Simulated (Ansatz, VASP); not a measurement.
# TaN in VASP and in Ansatz

```
Ta N
1.0
     3.05000    0.00000    0.00000
    -1.52500    2.64138    0.00000
     0.00000    0.00000    4.79180
Ta N
2 2
Direct
  0.33333 0.66667 0.00000
  0.66667 0.33333 0.50000
  0.33333 0.66667 0.38500
  0.66667 0.33333 0.88500
```

Change from the starting cell: zz strain of -3 %, PAW files.

Alike in both runs: task electric field gradients; functional PBEsol; k mesh 9 × 9 × 5; occupations fermi-dirac, width 0.01 eV; no spin polarisation.

|  | VASP | Ansatz |
| --- | --- | --- |
| version | VASP 6.6.1 | Ansatz 0.2.0 |
| potentials or method | VASP PAW PBE potentials, release 64 (Ta_pv, N) | PAW with Ansatz's default frozen-core files, scalar-relativistic |
| plane-wave cutoff (eV) | 520 | 420 |
| valence electrons in the cell | 32 | 36 |

|  | VASP | Ansatz | Ansatz less VASP |
| --- | --- | --- | --- |
| pressure (GPa) | 150.9 | 147.1 | -3.89 |
| traceless stress, the component that is largest in VASP (GPa) | -7.12 | -7.12 | 0.000 |
| rms of the force components (eV/Å) | 0.364 | 0.372 | +0.0085 |
| size of Vzz on the site where it differs most (V/Å²) | 86.6 | 94.3 | +7.68 |

VASP's potentials were made for PBE, not for PBEsol. Atom by atom the forces differ by 0.008 eV/Å (rms over components). Both programs put the cell under a high pressure, so it lies far from rest at this level. The functional is the same, so the differences come from potentials, cutoffs and numerics. VASP's potentials hold 32 valence electrons a cell and Ansatz's 36, so a difference there can come from the potentials and not from the codes.

Neither program's run includes spin-orbit coupling. Noted on VASP's run: the cell as given lies far from equilibrium.
